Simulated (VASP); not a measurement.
# KBr in VASP: further runs, part 2 of 2

VASP 6.6.1. The steps go on from the part before.

## Step 4: Single point, PBE, collinear spin, ferromagnetic start

INCAR

```
SYSTEM = KBr
  PREC = Accurate
  ENCUT = 520
  EDIFF = 1E-6
  ISMEAR = 0
  SIGMA = 0.05
  LREAL = .FALSE.
  LASPH = .TRUE.
  NELM = 150
  ALGO = Normal
  ISIF = 2
  LWAVE = .FALSE.
  LCHARG = .TRUE.
  ISPIN = 2
  MAGMOM = 0.5 0.5
  LORBIT = 11
  GGA = PE
  LELF = .TRUE.
  LVHAR = .TRUE.
  NBANDS = 19
```

KPOINTS

```
Automatic mesh
0
G
  1 1 11
  0 0 0
```

POSCAR

```
KBr
1.0
    9.0000000000      0.0000000000      0.0000000000
    0.0000000000      9.3000000000      0.0000000000
    0.0000000000      0.0000000000      6.0385183196
K Br
1 1
Direct
    0.5000000000      0.5000000000     -0.0174922435
    0.5000000000      0.5000000000      0.4824922435
```

Potentials or basis: VASP PAW PBE potentials, release 64 (K_sv, Br).

On the command line:

```
$ cat potpaw_PBE.64/K_sv/POTCAR potpaw_PBE.64/Br/POTCAR > POTCAR
$ mpirun -np 1 vasp_std > vasp.out
```

OUTCAR:

```text
SYSTEM = KBr
   PREC = Accurate
   ENCUT = 520
   EDIFF = 1E-6
   ISMEAR = 0
   LREAL = .FALSE.
   LASPH = .TRUE.
   NELM = 150
   ISIF = 2
   ISPIN = 2
   LORBIT = 11
   GGA = PE

 ion  position               nearest neighbor table
   1  0.500  0.500  0.983-   2 3.02   2 3.02
   2  0.500  0.500  0.482-   1 3.02   1 3.02

  LATTYP: Found a simple orthorhombic cell.
 ALAT       =     6.0385183196
 B/A-ratio  =     1.4904318450
 C/A-ratio  =     1.5401129065

  Lattice vectors:

 A1 = (   0.0000000000,   0.0000000000,   6.0385183196)
 A2 = (   9.0000000000,   0.0000000000,   0.0000000000)
 A3 = (   0.0000000000,   9.3000000000,   0.0000000000)

Analysis of symmetry for initial positions (statically):
=====================================================================
 Subroutine PRICEL returns:
 Original cell was already a primitive cell.

 Routine SETGRP: Setting up the symmetry group for a
 simple orthorhombic supercell.

 Subroutine GETGRP returns: Found  4 space group operations
 (whereof  4 operations were pure point group operations)
 out of a pool of  8 trial point group operations.

The static configuration has the point symmetry C_2v.

Analysis of symmetry for dynamics (positions and initial velocities):
=====================================================================
 Subroutine PRICEL returns:
 Original cell was already a primitive cell.

 Routine SETGRP: Setting up the symmetry group for a
 simple orthorhombic supercell.

 Subroutine GETGRP returns: Found  4 space group operations
 (whereof  4 operations were pure point group operations)
 out of a pool of  8 trial point group operations.

The dynamic configuration has the point symmetry C_2v.

Analysis of structural, dynamic, and magnetic symmetry:
=====================================================================
 Subroutine PRICEL returns:
 Original cell was already a primitive cell.

 Routine SETGRP: Setting up the symmetry group for a
 simple orthorhombic supercell.

[... 131 lines left out ...]
  ---------------------------------------------------
  free energy    TOTEN  =        -5.37407462 eV

  energy without entropy =       -5.37407462  energy(sigma->0) =       -5.37407462

 E-fermi :  -4.6746     XC(G=0):  -1.9028

 val. band max:       -4.9704291777   @ k =   0.0000   0.0000   0.0000
 cond. band min:      -0.8543147820   @ k =   0.0000   0.0000   0.0000
 fundamental gap:      4.1161143957
 Fermi energy:        -4.6745592741

 spin component 1

 k-point     1 :       0.0000    0.0000    0.0000
  band No.  band energies     occupation
      1     -34.0441      1.00000
      2     -17.5938      1.00000
      3     -17.5937      1.00000
      4     -17.4521      1.00000
      5     -16.8728      1.00000
      6      -5.1246      1.00000
[... 108 lines left out ...]
      5     -16.4453      1.00000
      6      -5.6903      1.00000
[... 11 lines left out ...]
     18       2.5306      0.00000
     19       3.1759      0.00000
 Fermi energy:        -4.6745592741

 spin component 2

 k-point     1 :       0.0000    0.0000    0.0000
  band No.  band energies     occupation
      1     -34.0441      1.00000
      2     -17.5938      1.00000
      3     -17.5937      1.00000
      4     -17.4521      1.00000
      5     -16.8728      1.00000
      6      -5.1246      1.00000
[... 109 lines left out ...]
      6      -5.6903      1.00000
[... 11 lines left out ...]
     18       2.5305      0.00000
     19       3.1755      0.00000

------------------------ aborting loop because EDIFF is reached ----------------------------------------

  FORCE on cell =-STRESS in cart. coord.  units (eV):
  Direction    XX          YY          ZZ          XY          YZ          ZX
  --------------------------------------------------------------------------------------
  -------------------------------------------------------------------------------------
  Total        0.0260499      0.0173517      0.0988034      0.0000000      0.0000000      0.0000000
  in kB        0.0825772      0.0550044      0.3132034      0.0000000      0.0000000      0.0000000
  external PRESSURE =       0.1502617 kB  Pullay stress =       0.0000000 kB

 VOLUME and BASIS-vectors are now :
 -----------------------------------------------------------------------------
  energy-cutoff  :      520.00
  volume of cell :      505.42
      direct lattice vectors                 reciprocal lattice vectors
     9.000000000  0.000000000  0.000000000     0.111111111  0.000000000  0.000000000
     0.000000000  9.300000000  0.000000000     0.000000000  0.107526882  0.000000000
     0.000000000  0.000000000  6.038518320     0.000000000  0.000000000  0.165603538

 POSITION                                       TOTAL-FORCE (eV/Angst)
 -----------------------------------------------------------------------------------
      4.50000      4.65000      5.93289         0.000000      0.000000     -0.000419
      4.50000      4.65000      2.91354         0.000000      0.000000      0.000419
 -----------------------------------------------------------------------------------
    total drift:                                0.000000      0.000000      0.000225

  FREE ENERGIE OF THE ION-ELECTRON SYSTEM (eV)
  ---------------------------------------------------
  free  energy   TOTEN  =        -5.3740746221 eV

  energy  without entropy=       -5.3740746221  energy(sigma->0) =       -5.37407462

 total charge

# of ion       s       p       d       tot
------------------------------------------
    1        1.956   5.578   0.024   7.558
    2        1.599   3.287   0.001   4.888
--------------------------------------------------
tot          3.556   8.865   0.024  12.445

 magnetization (x)

# of ion       s       p       d       tot
------------------------------------------
    1       -0.000   0.000  -0.000   0.000
    2        0.000   0.000  -0.000   0.000
--------------------------------------------------
tot         -0.000   0.000  -0.000   0.000
```

OSZICAR:

```text
N       E                     dE             d eps       ncg     rms          rms(c)
DAV:   1     0.931203521681E+02    0.93120E+02   -0.50113E+03   528   0.513E+02
DAV:   2     0.108954948221E+02   -0.82225E+02   -0.72702E+02   580   0.123E+02
[... 15 lines left out ...]
DAV:  18    -0.537397169342E+01   -0.29922E-03   -0.31588E-05   473   0.164E-02    0.330E-03
DAV:  19    -0.537402605684E+01   -0.54363E-04   -0.51637E-06   529   0.681E-03    0.129E-03
DAV:  20    -0.537405837377E+01   -0.32317E-04   -0.25164E-06   546   0.429E-03    0.745E-04
DAV:  21    -0.537407113825E+01   -0.12764E-04   -0.14170E-06   548   0.283E-03    0.329E-04
DAV:  22    -0.537407374618E+01   -0.26079E-05   -0.19668E-07   468   0.135E-03    0.190E-04
DAV:  23    -0.537407462211E+01   -0.87593E-06   -0.10496E-07   434   0.887E-04
   1 F= -.53740746E+01 E0= -.53740746E+01  d E =-.594587E-17  mag=     0.0000
```

Run time: 2.9 min. Hardware: 1 thread of AMD EPYC 9R45 (Zen 5), shared host; peak memory 0.7 GiB.

Results:

* Free energy: -5.3741 eV
* Band gap on the k mesh: 4.12 eV, direct
* Net moment: 0.00 μB per cell
* Valence electrons inside the program's atomic spheres: K 7.56; Br 4.89

## Step 5: Summary

| cell | gap on the mesh (eV) | moment (μB) |
| --- | --- | --- |
| a = 9.000, b = 9.300, c = 6.036 Å, 2 atoms | 4.12 | 0.00 |
| a = 9.000, b = 9.300, c = 6.031 Å, 2 atoms | 4.12 | 0.00 |
| a = 9.000, b = 9.300, c = 6.039 Å, 2 atoms | 4.12 | 0.00 |

Alike in all rows: task single point; level PBE; potentials or basis VASP PAW PBE potentials, release 64 (K_sv, Br); spin collinear, ferromagnetic start; k mesh 1 × 1 × 11; cutoff (eV) 520; smearing gaussian 0.05 eV.

Absolute energies hang on the potentials; compare differences alone.
